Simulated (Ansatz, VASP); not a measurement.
## CdS: VASP beside Ansatz

File POSCAR:

```
CdS
1.0
    3.9374244000      0.0000000000      0.0000000000
    0.0000000000      5.5666049000      0.0000000000
    0.0000000000      0.0000000000      3.8212920302
Cd S
2 2
Direct
    0.5000000000      0.5000000000      0.2430300000
    0.0000000000      0.0000000000      0.7569700000
    0.5000000000      0.0000000000      0.2551600000
    0.0000000000      0.5000000000      0.7448400000
```

Contents of INCAR.step1:

```
SYSTEM = CdS
  PREC = Accurate
  ENCUT = 520
  ISMEAR = -1
  SIGMA = 0.02
  LREAL = .FALSE.
  LASPH = .TRUE.
  NELM = 100
  NBANDS = 26
  GGA = PE
  ALGO = Normal
  EDIFF = 1E-4
  LWAVE = .TRUE.
  LCHARG = .FALSE.
```

File INCAR.step2:

```
SYSTEM = CdS
  PREC = Accurate
  ENCUT = 520
  EDIFF = 1E-6
  ISMEAR = -1
  SIGMA = 0.02
  LREAL = .FALSE.
  LASPH = .TRUE.
  NELM = 100
  ALGO = Normal
  ISIF = 2
  LWAVE = .FALSE.
  LCHARG = .TRUE.
  METAGGA = R2SCAN
  LMIXTAU = .TRUE.
  LELF = .TRUE.
  LVHAR = .TRUE.
  NBANDS = 26
  ISTART = 1
```

File KPOINTS:

```
Automatic mesh
0
G
  6 4 6
  0 0 0
```

Input for Ansatz:

```yaml
crystal:
  lattice:
    - [3.9374244, 0.0, 0.0]
    - [0.0, 5.566604900000001, 0.0]
    - [0.0, 0.0, 3.821292030193118]
  atoms:
    - { symbol: Cd, position: [0.5, 0.5, 0.24303] }
    - { symbol: Cd, position: [0.0, 0.0, 0.75697] }
    - { symbol: S, position: [0.5, 0.0, 0.25516] }
    - { symbol: S, position: [0.0, 0.5, 0.74484] }
basis:
  ecutwfc: 520.0
kpoints:
  mp_grid:
    grid: [6, 4, 6]
hamiltonian:
  xc: r2scan
scf:
  occupations:
    method: fermi_dirac
    width: 0.02
output:
  stress: true
```

Alike in both runs: task single point; functional r2SCAN; k mesh 6 × 4 × 6; occupations fermi-dirac, width 0.02 eV; no spin polarisation.

|  | VASP | Ansatz |
| --- | --- | --- |
| version | VASP 6.6.1 | Ansatz 0.2.0 |
| potentials or method | VASP PAW PBE potentials, release 64 (Cd, S), cutoff 520 eV | plane waves, PAW |
| valence electrons in the cell | 36 | 52 |

Ansatz gave:

| Item | Value |
| --- | --- |
| pressure (GPa) | -2.4 |
| traceless stress, the component that is largest in VASP (GPa) | 1.48 |

Problem. Which values does VASP return?

Solution. Pressure (GPa): -2.0; traceless stress, the component that is largest in VASP (GPa): 1.48.

VASP's potentials were made for PBE, not for r2SCAN. VASP's potentials hold 36 valence electrons a cell and Ansatz's 52, so a difference there can come from the potentials and not from the codes.
